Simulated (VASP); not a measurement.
Wanted: the native input for a VASP 6.6.1 run.

```yaml
Task: single point
Functional: PBE
Potentials_or_basis: VASP PAW PBE potentials, release 64 (Mg, O)
Cutoff: 520 eV
k_mesh: 6 × 6 × 6
Occupations: gaussian, width 0.05 eV
Spin: no spin polarisation
Dipole_correction: no
Further_INCAR_settings: ALGO = Normal; EDIFF = 1e-07; NBANDS = 16
```

The structure of MgO lies in POSCAR:

```
MgO
1.0
    3.4340821948      0.0000000000      0.0000000000
   -1.7170410974      2.9740024193      0.0000000000
    0.0000000000      0.0000000000      4.2407118383
Mg O
2 2
Direct
    0.6666666667      0.3333333333      0.7500000000
    0.3333333333      0.6666666667      0.2500000000
    0.6666666667      0.3333333333      0.2500000000
    0.3333333333      0.6666666667      0.7500000000
```

This cell differs from its parent crystal: strain -0.015 along x and y, +0.015 along z.

These files were run (other wordings do the same):

INCAR

```
ALGO = Normal
EDIFF = 1E-7
ENCUT = 520
GGA = PE
ISIF = 2
ISMEAR = 0
LASPH = True
LCHARG = False
LREAL = False
LWAVE = False
NBANDS = 16
NELM = 80
PREC = Accurate
SIGMA = 0.05
```

KPOINTS

```
k-points
0
Gamma
  6 6 6
```

Potentials or basis: VASP PAW PBE potentials, release 64 (Mg, O).

Run with:

```sh
$ cat potpaw_PBE.64/Mg/POTCAR potpaw_PBE.64/O/POTCAR > POTCAR
$ mpirun -np 1 vasp_std > vasp.out
```

It gave:

The pressure is 6.3 GPa and the band gap on the k mesh is 3.48 eV, direct.

Caveat: the cell differs from its parent crystal (strain -0.015 along x and y, +0.015 along z).

Wall time 22 s on 1 thread of AMD EPYC 7R13 Processor (Zen 3), with other jobs on the host, peak memory 0.14 GiB.
